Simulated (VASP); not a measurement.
# Mg3Zr (Fm-3m) in VASP: notebook

Mg3Zr is run at these levels: LDA; tasks: single point.

All numbers are computed with VASP 6.6.1; they aren't measurements. Logs are shortened: lines on timing, memory, paths and dates and some standing lists are left out, and cuts for length are marked.

### Step 1. The cell of the first run

The structure is cubic, space group Fm-3m (No. 225). The conventional cell has a = 7.051 Å, b = 7.051 Å, c = 7.051 Å, α = 90.00°, β = 90.00°, γ = 90.00°. Mg (site symmetry m-3m) has 8 Mg at 3.05 Å and 6 Zr at 3.53 Å within 4.0 Å. Mg (site symmetry -43m) has 10 Mg at 3.05 to 3.53 Å and 4 Zr at 3.05 Å within 4.0 Å. Zr (site symmetry m-3m) has 14 Mg at 3.05 to 3.53 Å within 4.0 Å.

### Step 2. Single point, LDA

Contents of INCAR:

```
SYSTEM = Mg3Zr
PREC = Accurate
ENCUT = 520
EDIFF = 1E-6
ISMEAR = 1
SIGMA = 0.5
LREAL = .False.
LASPH = .True.
NELM = 80
ALGO = Normal
ISIF = 2
LWAVE = .False.
LCHARG = .False.
NBANDS = 17
```

Contents of KPOINTS:

```
regular mesh
0
Gamma
  6 6 6
  0 0 0
```

Contents of POSCAR:

```
Mg3Zr
1.0
    4.9859230000      0.0000000000      0.0000000000
    2.4929615000      4.3179359793      0.0000000000
    2.4929615000      1.4393119931      4.0709890823
Mg Zr
3 1
Direct
    0.0000000000      0.0000000000      0.0000000000
    0.2500000000      0.2500000000      0.2500000000
    0.7500000000      0.7500000000      0.7500000000
    0.5000000000      0.5000000000      0.5000000000
```

Potentials or basis: VASP PAW LDA potentials, release 64 (Mg, Zr_sv).

Command:

```bash
> cat potpaw_LDA.64/Mg/POTCAR potpaw_LDA.64/Zr_sv/POTCAR > POTCAR
> mpirun -np 1 vasp_std > vasp.out
```

OUTCAR:

```text
SYSTEM = Mg3Zr
   PREC = Accurate
   ENCUT = 520
   EDIFF = 1E-6
   ISMEAR = 1
   LREAL = .False.
   LASPH = .True.
   NELM = 80
   ISIF = 2

 ion  position               nearest neighbor table
   1  0.000  0.000  0.000-   3 3.05   2 3.05   2 3.05   3 3.05   3 3.05   2 3.05   3 3.05   2 3.05
                             4 3.53   4 3.53   4 3.53   4 3.53   4 3.53   4 3.53
   2  0.250  0.250  0.250-   1 3.05   4 3.05   1 3.05   4 3.05   1 3.05   4 3.05   1 3.05   4 3.05
                             3 3.53   3 3.53   3 3.53   3 3.53   3 3.53   3 3.53
   3  0.750  0.750  0.750-   4 3.05   1 3.05   1 3.05   4 3.05   4 3.05   1 3.05   4 3.05   1 3.05
                             2 3.53   2 3.53   2 3.53   2 3.53   2 3.53   2 3.53
   4  0.500  0.500  0.500-   2 3.05   3 3.05   2 3.05   3 3.05   2 3.05   3 3.05   2 3.05   3 3.05
                             1 3.53   1 3.53   1 3.53   1 3.53   1 3.53   1 3.53

  LATTYP: Found a face centered cubic cell.
 ALAT       =     7.0511599275

  Lattice vectors:

 A1 = (   4.9859230000,   0.0000000000,   0.0000000000)
 A2 = (   2.4929615000,   4.3179359793,   0.0000000000)
 A3 = (   2.4929615000,   1.4393119931,   4.0709890823)

Analysis of symmetry for initial positions (statically):
=====================================================================
 Subroutine PRICEL returns:
 Original cell was already a primitive cell.

 Routine SETGRP: Setting up the symmetry group for a
 face centered cubic supercell.

 Subroutine GETGRP returns: Found 48 space group operations
[... 9 lines left out ...]

 Routine SETGRP: Setting up the symmetry group for a
 face centered cubic supercell.

 Subroutine GETGRP returns: Found 48 space group operations
[... 11 lines left out ...]
                                     Primitive cell

  volume of cell :      87.6439

  direct lattice vectors                    reciprocal lattice vectors
     4.985923000  0.000000000  0.000000000     0.200564670 -0.115796066 -0.081880184
     2.492961500  4.317935979  0.000000000     0.000000000  0.231592132 -0.081880184
     2.492961500  1.439311993  4.070989082     0.000000000  0.000000000  0.245640551

  length of vectors
     4.985923000  4.985923000  4.985923000     0.245640551  0.245640551  0.245640551

  position of ions in fractional coordinates (direct lattice)
     0.000000000  0.000000000  0.000000000
     0.250000000  0.250000000  0.250000000
     0.750000000  0.750000000  0.750000000
     0.500000000  0.500000000  0.500000000

  ion indices of the primitive-cell ions
   primitive index   ion index
                 1           1
                 2           2
                 3           3
                 4           4

----------------------------------------------------------------------------------------

 KPOINTS: regular mesh

Automatic generation of k-mesh.
 Grid dimensions read from file:
 generate k-points for:    6    6    6

 Generating k-lattice:

  Cartesian coordinates                     Fractional coordinates (reciprocal lattice)
     0.033427445 -0.019299344 -0.013646697     0.166666667  0.000000000  0.000000000
     0.000000000  0.038598689 -0.013646697     0.000000000  0.166666667 -0.000000000
     0.000000000  0.000000000  0.040940092     0.000000000  0.000000000  0.166666667

  Length of vectors
     0.040940092  0.040940092  0.040940092

  Shift w.r.t. Gamma in fractional coordinates (k-lattice)
     0.000000000  0.000000000  0.000000000

 Subroutine IBZKPT returns following result:
 ===========================================

 Found     16 irreducible k-points:

 Following reciprocal coordinates:
            Coordinates               Weight
  0.000000  0.000000  0.000000      1.000000
  0.166667  0.000000 -0.000000      8.000000
  0.333333 -0.000000 -0.000000      8.000000
  0.500000  0.000000 -0.000000      4.000000
  0.166667  0.166667  0.000000      6.000000
  0.333333  0.166667  0.000000     24.000000
[... 8 lines left out ...]
 -0.333333  0.333333  0.166667     24.000000
 -0.333333  0.500000  0.166667     12.000000
   k-points           NKPTS =     16   k-points in BZ     NKDIM =     16   number of bands    NBANDS=     17
   number of dos      NEDOS =    301   number of ions     NIONS =      4
   total plane-waves  NPLWV =  64000
   dimension x,y,z NGX =    40 NGY =   40 NGZ =   40
   dimension x,y,z NGXF=    80 NGYF=   80 NGZF=   80
   ions per type =               3   1
   NGX,Y,Z   is equivalent  to a cutoff of  13.34, 13.34, 13.34 a.u.
   NGXF,Y,Z  is equivalent  to a cutoff of  26.67, 26.67, 26.67 a.u.
 SYSTEM =  Mg3Zr
   PREC   = accura    normal or accurate (medium, high low for compatibility)
   ISTART =      0    job   : 0-new  1-cont  2-samecut
   ICHARG =      2    charge: 1-file 2-atom 10-const
   ISPIN  =      1    spin polarized calculation?
   LNONCOLLINEAR =      F non collinear calculations
   LSORBIT =      F    spin-orbit coupling
   LASPH  =      T    aspherical Exc in radial PAW
   ENCUT  =  520.0 eV  38.22 Ry    6.18 a.u.   9.27  9.27  9.27*2*pi/ulx,y,z
   NELM   =     80;   NELMIN=  2; NELMDL= -5     # of ELM steps
   EDIFF  = 0.1E-05   stopping-criterion for ELM
   LREAL  =      F    real-space projection
   EDIFFG = 0.1E-04   stopping-criterion for IOM
   NSW    =      0    number of steps for IOM
   IBRION =     -1    ionic relax: 0-MD 1-quasi-New 2-CG
   NFREE  =      0    steps in history (QN), initial steepest desc. (CG)
   ISIF   =      2    stress and relaxation
   ISYM   =      2    0-nonsym 1-usesym 2-fastsym
   POTIM  = 0.5000    time-step for ionic-motion
   TEBEG  =    0.0;   TEEND  =   0.0 temperature during run
   PSTRESS=    0.0 pullay stress
   NELECT =      18.0000    total number of electrons
   NUPDOWN=      -1.0000    fix difference up-down
   EMIN   =  10.00;   EMAX   =-10.00  energy-range for DOS
   EFERMI =   0.00;   METHOD = LEGACY
   ISMEAR =     1;   SIGMA  =   0.50  broadening in eV -4-tet -1-fermi 0-gaus
   EFERMI_NEDOS =   21; number of points for ismear=-14 and -15
   IALGO  =     38    algorithm
   IMIX   =      4    mixing-type and parameters
     AMIX     =   0.40;   BMIX     =  1.00
     AMIX_MAG =   1.60;   BMIX_MAG =  1.00
  volume/ion in A,a.u.               =      21.91       147.86
  Fermi-wavevector in a.u.,A,eV,Ry     =   0.965884  1.825257 12.693316  0.932932
  Thomas-Fermi vector in A             =   2.095639
   LORBIT       =      0    0 simple, 1 ext, 2 COOP (PROOUT), +10 PAW based schemes
   GGA     = CA    functional components
   LHFCALC =     F    Hartree Fock is set to
   AEXX    =    0.0000 exact exchange contribution
   IVDW    =     0    specifies the selected vdW correction
   LEPSILON=     F    determine dielectric tensor
   LRPA    =     F    only Hartree local field effects (RPA)
 non-spin polarized calculation
 Methfessel and Paxton  Order N= 1 SIGMA  =   0.50
  energy-cutoff  :      520.00
  volume of cell :       87.64
 maximum number of plane-waves:      2397
 NGX is ok and might be reduce to    40
   NGX = 19   NGY = 19   NGZ = 19

 number of electron      18.0000000 magnetization

 Free energy of the ion-electron system (eV)
  ---------------------------------------------------
  ext. energy  EPLUGINS =         0.00000000
  ---------------------------------------------------
  free energy    TOTEN  =       -14.35407231 eV

  energy without entropy =      -14.37793598  energy(sigma->0) =      -14.36202686

 E-fermi :   4.2803     XC(G=0):  -9.5678

 val. band max:        4.2267304678   @ k =  -0.3333   0.1667   0.0000
 cond. band min:       4.3200822892   @ k =  -0.3333   0.1667   0.0000
 fundamental gap:      0.0933518215
 Fermi energy:         4.2802900613

 k-point     1 :       0.0000    0.0000    0.0000
  band No.  band energies     occupation
      1     -44.7683      2.00000
      2     -22.9420      2.00000
      3     -22.9420      2.00000
      4     -22.9420      2.00000
      5      -2.4410      2.00000
      6       3.1673      2.00721
[... 9 lines left out ...]
     16       9.4887     -0.00000
     17       9.4887     -0.00000

 k-point     2 :       0.1667    0.0000   -0.0000
  band No.  band energies     occupation
      1     -44.7682      2.00000
      2     -22.9442      2.00000
      3     -22.9423      2.00000
      4     -22.9423      2.00000
      5      -2.1646      2.00000
      6       2.6079      2.00002
[... 9 lines left out ...]
     16       8.7924     -0.00000
     17       8.7924     -0.00000

 k-point     3 :       0.3333   -0.0000   -0.0000
  band No.  band energies     occupation
      1     -44.7681      2.00000
      2     -22.9487      2.00000
      3     -22.9430      2.00000
      4     -22.9430      2.00000
      5      -1.3656      2.00000
      6       1.3183      2.00000
[... 9 lines left out ...]
     16       8.7591     -0.00000
     17       9.7890     -0.00000

 k-point     4 :       0.5000    0.0000   -0.0000
  band No.  band energies     occupation
      1     -44.7680      2.00000
      2     -22.9509      2.00000
      3     -22.9433      2.00000
      4     -22.9433      2.00000
      5      -0.2110      2.00000
      6      -0.0626      2.00000
[... 9 lines left out ...]
     16       9.1733     -0.00000
     17      10.5139     -0.00000
[... 183 lines left out ...]
      1     -44.7680      2.00000
      2     -22.9487      2.00000
      3     -22.9456      2.00000
      4     -22.9440      2.00000
      5      -0.6920      2.00000
      6       1.6509      2.00000
[... 9 lines left out ...]
     16       9.2184     -0.00000
     17      10.1276     -0.00000

 k-point    15 :      -0.3333    0.3333    0.1667
  band No.  band energies     occupation
      1     -44.7680      2.00000
      2     -22.9490      2.00000
      3     -22.9468      2.00000
      4     -22.9445      2.00000
      5       0.3874      2.00000
      6       0.5317      2.00000
[... 9 lines left out ...]
     16       9.5808     -0.00000
     17      10.0582     -0.00000

 k-point    16 :      -0.3333    0.5000    0.1667
  band No.  band energies     occupation
      1     -44.7679      2.00000
      2     -22.9493      2.00000
      3     -22.9466      2.00000
      4     -22.9453      2.00000
      5       0.6118      2.00000
      6       0.9385      2.00000
[... 9 lines left out ...]
     16       9.6466     -0.00000
     17      10.3232     -0.00000

------------------------ aborting loop because EDIFF is reached ----------------------------------------

  FORCE on cell =-STRESS in cart. coord.  units (eV):
  Direction    XX          YY          ZZ          XY          YZ          ZX
  --------------------------------------------------------------------------------------
  -------------------------------------------------------------------------------------
  Total       -2.0854090     -2.0854090     -2.0854090      0.0000000     -0.0000000     -0.0000000
  in kB      -38.1223894    -38.1223894    -38.1223894      0.0000000     -0.0000000     -0.0000000
  external PRESSURE =     -38.1223894 kB  Pullay stress =       0.0000000 kB

 VOLUME and BASIS-vectors are now :
 -----------------------------------------------------------------------------
  energy-cutoff  :      520.00
  volume of cell :       87.64
      direct lattice vectors                 reciprocal lattice vectors
     4.985923000  0.000000000  0.000000000     0.200564670 -0.115796066 -0.081880184
     2.492961500  4.317935979  0.000000000     0.000000000  0.231592132 -0.081880184
     2.492961500  1.439311993  4.070989082     0.000000000  0.000000000  0.245640551

 POSITION                                       TOTAL-FORCE (eV/Angst)
 -----------------------------------------------------------------------------------
      0.00000      0.00000      0.00000        -0.000000      0.000000      0.000000
      2.49296      1.43931      1.01775        -0.000000      0.000000      0.000000
      7.47888      4.31794      3.05324         0.000000     -0.000000     -0.000000
      4.98592      2.87862      2.03549        -0.000000      0.000000      0.000000
 -----------------------------------------------------------------------------------
    total drift:                                0.000000      0.000000     -0.000000

  FREE ENERGIE OF THE ION-ELECTRON SYSTEM (eV)
  ---------------------------------------------------
  free  energy   TOTEN  =       -14.3540723061 eV

  energy  without entropy=      -14.3779359825  energy(sigma->0) =      -14.36202686
```

It took 25 s on 1 thread of Intel Xeon Platinum 8259CL at 2.50GHz (Skylake/Cascade Lake), shared host; peak memory 0.2 GiB.

Results:

| Property | Result |
| --- | --- |
| Free energy | -14.3541 eV |
| Pressure | -3.8 GPa |
| Band gap on the k mesh | zero (band 9 reaches 4.60 eV, above the bottom of band 10 at 3.87 eV) |

(Part 1 of 2 ends here.)
